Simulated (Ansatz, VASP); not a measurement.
Tl2S in VASP and in Ansatz

```
Tl S
1.0
     4.05000    0.00000    0.00000
    -2.02500    3.50740    0.00000
     0.00000    0.00000    6.06333
Tl S
2 1
Direct
  0.33333 0.66667 0.72580
  0.66667 0.33333 0.27420
  0.00000 0.00000 0.00000
```

Alike in both runs: task relaxation of cell and atoms; functional LDA; k mesh 12 × 12 × 8; occupations gaussian, width 0.1 eV; no spin polarisation.

|  | VASP | Ansatz |
| --- | --- | --- |
| version | VASP 6.6.1 | Ansatz 0.2.0 |
| potentials or method | VASP PAW LDA potentials, release 64 (Tl_d, S), cutoff 600 eV | scalar-relativistic, plane waves, PAW |
| valence electrons in the cell | 32 | 32 |

Ansatz gave:

* gap on the k mesh at the Fermi level, each at its own relaxed structure (eV): none
* relaxed volume (Å³/atom): 27.30
* relaxed cell length with the largest relative difference (Å): 5.506

Q: Estimate VASP's values.

A: gap on the k mesh at the Fermi level, each at its own relaxed structure (eV): none; relaxed volume (Å³/atom): 27.32; relaxed cell length with the largest relative difference (Å): 5.532.

LDA's correlation is that of Perdew and Zunger in VASP and of Perdew and Wang (1992) in Ansatz. A gap of «none» marks a metal or a gap that the smearing closes.

Neither program's run includes spin-orbit coupling.
